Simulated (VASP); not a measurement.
## LiF: single point with HSE06

LiF:

```xyz
2
Lattice="0.0000 1.9350 2.0391 1.9350 0.0000 2.0391 1.9350 1.9350 0.0000" Properties=species:S:1:pos:R:3 pbc="T T T"
Li    0.0000    0.0000    0.0000
F     1.9350    1.9350    2.0391
```

This cell differs from its parent crystal: epitaxial xy strain -3.0%.

* Program: VASP 6.6.1
* Task: single point
* Functional: HSE06
* Potentials or basis: VASP PAW PBE potentials, release 64 (Li_sv, F)
* Cutoff: 520 eV
* k mesh: 8 × 8 × 8
* Occupations: gaussian, width 0.01 eV
* Spin: no spin polarisation
* Dipole correction: no
* Grid for exact exchange (PRECFOCK): Normal
* Further INCAR settings: ALGO = Normal; EDIFF = 1e-06; NBANDS = 12
* Share of exact exchange: 0.25
* Screening parameter: 0.2079 1/Å

| Item | Value |
| --- | --- |
| Band gap on the k mesh | 11.97 eV |

Levels at points of the mesh, in eV from the valence-band top:
```
           k point  band 2  band 3  band 4  band 5  band 6  band 7  band 8  band 9
(0.00, 0.00, 0.00)  -21.85   -0.12   -0.12    0.00   11.97   26.60   27.20   27.66
(0.50, 0.00, 0.00)  -21.34   -2.96   -0.42   -0.29   13.42   20.18   21.44   22.40
(0.50, 0.50, 0.00)  -21.07   -3.54   -1.12   -1.12   17.37   19.56   20.82   24.27
(0.50, 0.00, 0.50)  -20.99   -3.51   -1.49   -1.11   18.39   18.82   20.82   23.03
```

Wall time 23 min on 1 thread of Intel(R) Xeon(R) Platinum 8259CL CPU @ 2.50GHz (Skylake/Cascade Lake), on a shared host, peak memory 0.24 GiB.

Caveat: the cell differs from its parent crystal (epitaxial xy strain -3.0%). A k mesh can miss the band edges.
